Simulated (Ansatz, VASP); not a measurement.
## Cu: VASP beside Ansatz

```
Cu
1.0
     0.00000    1.78191    1.78191
     1.78191    0.00000    1.78191
     1.78191    1.78191    0.00000
Cu
1
Direct
  0.00000 0.00000 0.00000
```

Alike in both runs: functional PBEsol; k mesh 20 × 20 × 20; occupations fermi-dirac, width 0.08 eV; no spin polarisation.

Ansatz relaxed the structure, and its values are those at the end. VASP's run is a single point on that final structure, the one shown.

```csv
,VASP,Ansatz
version,VASP 6.6.1,Ansatz 0.2.0
potentials or method,"VASP PAW PBE potentials, release 64 (Cu)","PAW with Ansatz's default frozen-core files, scalar-relativistic"
plane-wave cutoff (eV),520,420
valence electrons in the cell,11,19
```

|  | VASP | Ansatz | Ansatz less VASP |
| --- | --- | --- | --- |
| pressure (GPa) | 0.7 | 0.0 | -0.69 |

VASP's potentials were made for PBE, not for PBEsol. The functional is the same, so the differences come from potentials, cutoffs and numerics. VASP's potentials hold 11 valence electrons a cell and Ansatz's 19, so a difference there can come from the potentials and not from the codes.
